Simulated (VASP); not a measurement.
# Ti4C3 (Pm-3m) in VASP: relaxation of cell and atoms with PBE

Aim: the relaxation of cell and atoms of Ti4C3 with PBE.

Everything below comes from runs of VASP 6.6.1. Logs are shortened: lines on timing, memory, paths and dates and some standing lists are left out, and cuts for length are marked.

## Step 1: The cell of the first run

The structure is cubic, space group Pm-3m (No. 221). The conventional cell has a = 4.310 Å, b = 4.310 Å, c = 4.310 Å, α = 90.00°, β = 90.00°, γ = 90.00°. Ti (site symmetry 4/mmm) has 4 C at 2.16 Å within 2.9 Å. Within 2.9 Å of Ti (site symmetry m-3m) lie 6 C at 2.16 Å. Within 2.9 Å of C (site symmetry 4/mmm) lie 6 Ti at 2.16 Å.

## Step 2: Relaxation of cell and atoms, PBE (atoms taken out)

Input file INCAR:

```
ALGO = Fast ; EDIFF = 1E-6
EDIFFG = -0.01 ; ENCUT = 600
GGA = PE ; IBRION = 2
ISIF = 3 ; ISMEAR = 0
LASPH = T ; LCHARG = F
LREAL = F ; LWAVE = F
NELM = 80 ; NSW = 100
PREC = Accurate ; SIGMA = 0.1
```

Input file KPOINTS:

```
k-points
0
Gamma
  10 10 10
```

Input file POSCAR:

```
Ti4C3
1.0
    4.3102352000      0.0000000000      0.0000000000
    0.0000000000      4.3102352000      0.0000000000
    0.0000000000      0.0000000000      4.3102352000
Ti C
4 3
Direct
    0.5000000000      0.0000000000      0.0000000000
    0.0000000000      0.5000000000      0.0000000000
    0.0000000000      0.0000000000      0.5000000000
    0.5000000000      0.5000000000      0.5000000000
    0.0000000000      0.5000000000      0.5000000000
    0.5000000000      0.0000000000      0.5000000000
    0.5000000000      0.5000000000      0.0000000000
```

Potentials or basis: VASP PAW PBE potentials, release 64 (Ti_sv, C).

Run with:

```
$ cat potpaw_PBE.64/Ti_sv/POTCAR potpaw_PBE.64/C/POTCAR > POTCAR
$ mpirun -np 1 vasp_std > vasp.out
```

OUTCAR:

```text
EDIFF = 1E-6
   EDIFFG = -0.01
   ENCUT = 600
   GGA = PE
   IBRION = 2
   ISIF = 3
   ISMEAR = 0
   LASPH = T
   LREAL = F
   NELM = 80
   NSW = 100
   PREC = Accurate

 ion  position               nearest neighbor table
   1  0.500  0.000  0.000-   6 2.16   7 2.16   6 2.16   7 2.16
   2  0.000  0.500  0.000-   5 2.16   7 2.16   5 2.16   7 2.16
   3  0.000  0.000  0.500-   5 2.16   6 2.16   5 2.16   6 2.16
   4  0.500  0.500  0.500-   5 2.16   6 2.16   7 2.16   7 2.16   6 2.16   5 2.16
   5  0.000  0.500  0.500-   2 2.16   3 2.16   4 2.16   2 2.16   3 2.16   4 2.16
   6  0.500  0.000  0.500-   1 2.16   3 2.16   4 2.16   1 2.16   4 2.16   3 2.16
   7  0.500  0.500  0.000-   1 2.16   2 2.16   4 2.16   4 2.16   1 2.16   2 2.16

  LATTYP: Found a simple cubic cell.
 ALAT       =     4.3102352000

  Lattice vectors:

 A1 = (   4.3102352000,   0.0000000000,   0.0000000000)
 A2 = (   0.0000000000,   4.3102352000,   0.0000000000)
 A3 = (   0.0000000000,   0.0000000000,   4.3102352000)

Analysis of symmetry for initial positions (statically):
=====================================================================
 Subroutine PRICEL returns:
 Original cell was already a primitive cell.

 Routine SETGRP: Setting up the symmetry group for a
 simple cubic supercell.

 Subroutine GETGRP returns: Found 48 space group operations
 (whereof 48 operations were pure point group operations)
 out of a pool of 48 trial point group operations.

The static configuration has the point symmetry O_h .

Analysis of symmetry for dynamics (positions and initial velocities):
=====================================================================
 Subroutine PRICEL returns:
 Original cell was already a primitive cell.

 Routine SETGRP: Setting up the symmetry group for a
 simple cubic supercell.

 Subroutine GETGRP returns: Found 48 space group operations
 (whereof 48 operations were pure point group operations)
 out of a pool of 48 trial point group operations.

The dynamic configuration has the point symmetry O_h .

 Subroutine INISYM returns: Found 48 space group operations
 (whereof 48 operations are pure point group operations),
 and found     1 'primitive' translations

----------------------------------------------------------------------------------------

                                     Primitive cell

  volume of cell :      80.0761

  direct lattice vectors                    reciprocal lattice vectors
     4.310235200  0.000000000  0.000000000     0.232005901  0.000000000  0.000000000
     0.000000000  4.310235200  0.000000000     0.000000000  0.232005901  0.000000000
     0.000000000  0.000000000  4.310235200     0.000000000  0.000000000  0.232005901

  length of vectors
     4.310235200  4.310235200  4.310235200     0.232005901  0.232005901  0.232005901

  position of ions in fractional coordinates (direct lattice)
     0.500000000  0.000000000  0.000000000
     0.000000000  0.500000000  0.000000000
     0.000000000  0.000000000  0.500000000
     0.500000000  0.500000000  0.500000000
     0.000000000  0.500000000  0.500000000
     0.500000000  0.000000000  0.500000000
     0.500000000  0.500000000  0.000000000

  ion indices of the primitive-cell ions
   primitive index   ion index
                 1           1
                 2           2
                 3           3
                 4           4
                 5           5
                 6           6
                 7           7

----------------------------------------------------------------------------------------

 KPOINTS: k-points

Automatic generation of k-mesh.
 Grid dimensions read from file:
 generate k-points for:   10   10   10

 Generating k-lattice:

  Cartesian coordinates                     Fractional coordinates (reciprocal lattice)
     0.023200590  0.000000000  0.000000000     0.100000000  0.000000000  0.000000000
     0.000000000  0.023200590  0.000000000     0.000000000  0.100000000  0.000000000
     0.000000000  0.000000000  0.023200590     0.000000000  0.000000000  0.100000000

  Length of vectors
     0.023200590  0.023200590  0.023200590

  Shift w.r.t. Gamma in fractional coordinates (k-lattice)
     0.000000000  0.000000000  0.000000000

 Subroutine IBZKPT returns following result:
 ===========================================

 Found     56 irreducible k-points:

 Following reciprocal coordinates:
            Coordinates               Weight
  0.000000  0.000000  0.000000      1.000000
  0.100000  0.000000  0.000000      6.000000
  0.200000  0.000000  0.000000      6.000000
  0.300000  0.000000  0.000000      6.000000
  0.400000  0.000000  0.000000      6.000000
  0.500000  0.000000  0.000000      3.000000
[... 16 lines left out ...]
  0.200000  0.100000  0.100000     24.000000
  0.300000  0.100000  0.100000     24.000000
 [... further k-points ...]
   k-points           NKPTS =     56   k-points in BZ     NKDIM =     56   number of bands    NBANDS=     36
   number of dos      NEDOS =    301   number of ions     NIONS =      7
   total plane-waves  NPLWV =  46656
   dimension x,y,z NGX =    36 NGY =   36 NGZ =   36
   dimension x,y,z NGXF=    72 NGYF=   72 NGZF=   72
   ions per type =               4   3
   NGX,Y,Z   is equivalent  to a cutoff of  13.89, 13.89, 13.89 a.u.
   NGXF,Y,Z  is equivalent  to a cutoff of  27.77, 27.77, 27.77 a.u.
 SYSTEM =  unknown system
   PREC   = accura    normal or accurate (medium, high low for compatibility)
   ISTART =      0    job   : 0-new  1-cont  2-samecut
   ICHARG =      2    charge: 1-file 2-atom 10-const
   ISPIN  =      1    spin polarized calculation?
   LNONCOLLINEAR =      F non collinear calculations
   LSORBIT =      F    spin-orbit coupling
   LASPH  =      T    aspherical Exc in radial PAW
   ENCUT  =  600.0 eV  44.10 Ry    6.64 a.u.   8.61  8.61  8.61*2*pi/ulx,y,z
   NELM   =     80;   NELMIN=  2; NELMDL= -5     # of ELM steps
   EDIFF  = 0.1E-05   stopping-criterion for ELM
   LREAL  =      F    real-space projection
   EDIFFG = -.1E-01   stopping-criterion for IOM
   NSW    =    100    number of steps for IOM
   IBRION =      2    ionic relax: 0-MD 1-quasi-New 2-CG
   NFREE  =      1    steps in history (QN), initial steepest desc. (CG)
   ISIF   =      3    stress and relaxation
   ISYM   =      2    0-nonsym 1-usesym 2-fastsym
   POTIM  = 0.5000    time-step for ionic-motion
   TEBEG  =    0.0;   TEEND  =   0.0 temperature during run
   PSTRESS=    0.0 pullay stress
   NELECT =      60.0000    total number of electrons
   NUPDOWN=      -1.0000    fix difference up-down
   EMIN   =  10.00;   EMAX   =-10.00  energy-range for DOS
   EFERMI =   0.00;   METHOD = LEGACY
   ISMEAR =     0;   SIGMA  =   0.10  broadening in eV -4-tet -1-fermi 0-gaus
   EFERMI_NEDOS =   21; number of points for ismear=-14 and -15
   IALGO  =     68    algorithm
   IMIX   =      4    mixing-type and parameters
     AMIX     =   0.40;   BMIX     =  1.00
     AMIX_MAG =   1.60;   BMIX_MAG =  1.00
  volume/ion in A,a.u.               =      11.44        77.20
  Fermi-wavevector in a.u.,A,eV,Ry     =   1.486931  2.809893 30.082007  2.210965
  Thomas-Fermi vector in A             =   2.600156
   LORBIT       =      0    0 simple, 1 ext, 2 COOP (PROOUT), +10 PAW based schemes
   GGA     = PE    functional components
   LHFCALC =     F    Hartree Fock is set to
   AEXX    =    0.0000 exact exchange contribution
   IVDW    =     0    specifies the selected vdW correction
   LEPSILON=     F    determine dielectric tensor
   LRPA    =     F    only Hartree local field effects (RPA)
 conjugate gradient relaxation of ions
 non-spin polarized calculation
 RMM-DIIS sequential band-by-band and
 Gauss-broadening in eV      SIGMA  =   0.10
  energy-cutoff  :      600.00
  volume of cell :       80.08
 maximum number of plane-waves:      2721
 NGX is ok and might be reduce to    36
   NGX = 17   NGY = 17   NGZ = 17

 number of electron      60.0000012 magnetization

 Free energy of the ion-electron system (eV)
  ---------------------------------------------------
  ext. energy  EPLUGINS =         0.00000000
  ---------------------------------------------------
  free energy    TOTEN  =       -63.91301556 eV

  energy without entropy =      -63.90390195  energy(sigma->0) =      -63.90845876

 E-fermi :   9.0676     XC(G=0): -12.2944

 val. band max:        9.0450876861   @ k =   0.3000   0.0000   0.0000
 cond. band min:       9.0768909077   @ k =   0.1000   0.0000   0.0000
 fundamental gap:      0.0318032216
 Fermi energy:         9.0675826497

 k-point     1 :       0.0000    0.0000    0.0000
  band No.  band energies     occupation
      1     -47.7730      2.00000
      2     -47.6899      2.00000
      3     -47.6899      2.00000
      4     -47.5741      2.00000
      5     -24.2149      2.00000
      6     -24.2149      2.00000
[... 28 lines left out ...]
     35       9.8733      0.00000
     36      10.7314      0.00000

 k-point     2 :       0.1000    0.0000    0.0000
  band No.  band energies     occupation
      1     -47.7709      2.00000
      2     -47.6915      2.00000
      3     -47.6899      2.00000
      4     -47.5746      2.00000
      5     -24.2085      2.00000
      6     -24.2085      2.00000
[... 28 lines left out ...]
     35      10.2209      0.00000
     36      10.8175      0.00000

 k-point     3 :       0.2000    0.0000    0.0000
  band No.  band energies     occupation
      1     -47.7647      2.00000
      2     -47.6962      2.00000
      3     -47.6899      2.00000
      4     -47.5761      2.00000
      5     -24.1902      2.00000
      6     -24.1902      2.00000
[... 28 lines left out ...]
     35      10.7013      0.00000
     36      10.8453      0.00000

 k-point     4 :       0.3000    0.0000    0.0000
  band No.  band energies     occupation
      1     -47.7555      2.00000
      2     -47.7037      2.00000
      3     -47.6899      2.00000
      4     -47.5778      2.00000
      5     -24.1622      2.00000
      6     -24.1622      2.00000
[... 28 lines left out ...]
     35      11.1637      0.00000
     36      11.1727      0.00000

 k-point     5 :       0.4000    0.0000    0.0000
  band No.  band energies     occupation
      1     -47.7449      2.00000
      2     -47.7130      2.00000
      3     -47.6898      2.00000
      4     -47.5792      2.00000
      5     -24.1289      2.00000
      6     -24.1289      2.00000
[... 655 lines left out ...]
 k-point    22 :       0.1000    0.1000    0.1000
  band No.  band energies     occupation
      1     -47.7668      2.00000
      2     -47.6922      2.00000
      3     -47.6922      2.00000
      4     -47.5757      2.00000
      5     -24.1995      2.00000
      6     -24.1923      2.00000
[... 28 lines left out ...]
     35      10.4666      0.00000
     36      11.5242      0.00000

 k-point    23 :       0.2000    0.1000    0.1000
  band No.  band energies     occupation
      1     -47.7610      2.00000
      2     -47.6966      2.00000
      3     -47.6922      2.00000
      4     -47.5771      2.00000
      5     -24.1861      2.00000
      6     -24.1768      2.00000
[... 28 lines left out ...]
     35      10.7625      0.00000
     36      11.1787      0.00000

 k-point    24 :       0.3000    0.1000    0.1000
  band No.  band energies     occupation
      1     -47.7523      2.00000
      2     -47.7037      2.00000
      3     -47.6921      2.00000
      4     -47.5787      2.00000
      5     -24.1654      2.00000
      6     -24.1527      2.00000
[... 28 lines left out ...]
     35      10.9144      0.00000
     36      11.2796      0.00000

 [... further k-points ...]

------------------------ aborting loop because EDIFF is reached ----------------------------------------

  FORCE on cell =-STRESS in cart. coord.  units (eV):
  Direction    XX          YY          ZZ          XY          YZ          ZX
  --------------------------------------------------------------------------------------
  -------------------------------------------------------------------------------------
  Total        0.0374022      0.0374022      0.0374022      0.0000000     -0.0000000      0.0000000
  in kB        0.7483497      0.7483497      0.7483497      0.0000000     -0.0000000      0.0000000
  external PRESSURE =       0.7483497 kB  Pullay stress =       0.0000000 kB

 VOLUME and BASIS-vectors are now :
 -----------------------------------------------------------------------------
  energy-cutoff  :      600.00
  volume of cell :       80.08
      direct lattice vectors                 reciprocal lattice vectors
     4.310235200  0.000000000  0.000000000     0.232005901  0.000000000  0.000000000
     0.000000000  4.310235200  0.000000000     0.000000000  0.232005901  0.000000000
     0.000000000  0.000000000  4.310235200     0.000000000  0.000000000  0.232005901

 POSITION                                       TOTAL-FORCE (eV/Angst)
 -----------------------------------------------------------------------------------
      2.15512      0.00000      0.00000         0.000000      0.000000      0.000000
      0.00000      2.15512      0.00000         0.000000      0.000000      0.000000
      0.00000      0.00000      2.15512         0.000000      0.000000      0.000000
      2.15512      2.15512      2.15512         0.000000      0.000000      0.000000
      0.00000      2.15512      2.15512         0.000000      0.000000      0.000000
      2.15512      0.00000      2.15512         0.000000      0.000000      0.000000
      2.15512      2.15512      0.00000         0.000000      0.000000      0.000000
 -----------------------------------------------------------------------------------
    total drift:                                0.000000      0.000000     -0.000000

  FREE ENERGIE OF THE ION-ELECTRON SYSTEM (eV)
  ---------------------------------------------------
  free  energy   TOTEN  =       -63.9130155589 eV

  energy  without entropy=      -63.9039019549  energy(sigma->0) =      -63.90845876

 reached required accuracy - stopping structural energy minimisation
```

Run time: 15 min. Hardware: 1 thread of Oxide Virtual Turin-like, shared host; peak memory 0.27 GiB.

Results:

| Property | Result |
| --- | --- |
| Free energy | -63.9130 eV |
| Pressure after relaxing | 0.1 GPa |
| Band gap on the k mesh | zero (bands 30 and 31 overlap by 1.15 eV) |

Final structure:
```
Ti C
1.0
     4.31024    0.00000    0.00000
     0.00000    4.31024    0.00000
     0.00000    0.00000    4.31024
Ti C
4 3
Direct
  0.50000 0.00000 0.00000
  0.00000 0.50000 0.00000
  0.00000 0.00000 0.50000
  0.50000 0.50000 0.50000
  0.00000 0.50000 0.50000
  0.50000 0.00000 0.50000
  0.50000 0.50000 0.00000
```

Caveat: the cell differs from its parent crystal (atoms taken out); the relaxation stopped at its first step, so nothing moved.

The gap in the log of VASP goes by the Fermi energy; the results here count the filled bands.